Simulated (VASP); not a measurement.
A run of VASP 6.6.1:

INCAR

```
SYSTEM = TiBeB
PREC     = Accurate       ! precision mode
ENCUT    = 600            ! plane-wave cutoff, eV
EDIFF    = 1E-6           ! SCF threshold, eV
ISMEAR   = -1             ! smearing method
SIGMA    = 0.1            ! smearing width, eV
LREAL    = .FALSE.        ! projectors in reciprocal space
LASPH    = .TRUE.         ! aspherical terms in the spheres
NELM     = 120            ! most SCF steps
ALGO     = Normal         ! electronic algorithm
ISIF     = 2              ! what is computed and relaxed
LWAVE    = .FALSE.        ! write WAVECAR
LCHARG   = .FALSE.        ! write CHGCAR
NBANDS   = 16             ! bands
GGA_COMPAT= .FALSE.
```

File KPOINTS:

```
Automatic mesh
0
G
  8 8 7
  0 0 0
```

File POSCAR:

```
TiBeB
1.0
    3.2782368300      0.0000000000      0.0000000000
   -1.6391184150      2.8390363744      0.0000000000
    0.0000000000      0.0000000000      3.1429130000
Ti Be B
1 1 1
Direct
    0.0000000000      0.0000000000      0.0000000000
    0.3333333333      0.6666666667      0.5000000000
    0.6666666667      0.3333333333      0.5000000000
```

Potentials or basis: VASP PAW LDA potentials, release 64 (Ti_sv, Be, B).

Launch:

```sh
$ cat potpaw_LDA.64/Ti_sv/POTCAR potpaw_LDA.64/Be/POTCAR potpaw_LDA.64/B/POTCAR > POTCAR
$ mpirun -np 1 vasp_std > vasp.out
```

Hardware: 1 thread of Intel(R) Xeon(R) Platinum 8259CL CPU @ 2.50GHz (Skylake/Cascade Lake) (shared host).

Q: Estimate the wall time of this run.

A: It took 20 s on 1 thread of Intel(R) Xeon(R) Platinum 8259CL CPU @ 2.50GHz (Skylake/Cascade Lake) (shared host), peak memory 0.15 GiB. Counts: scf iterations 14, k points 40.
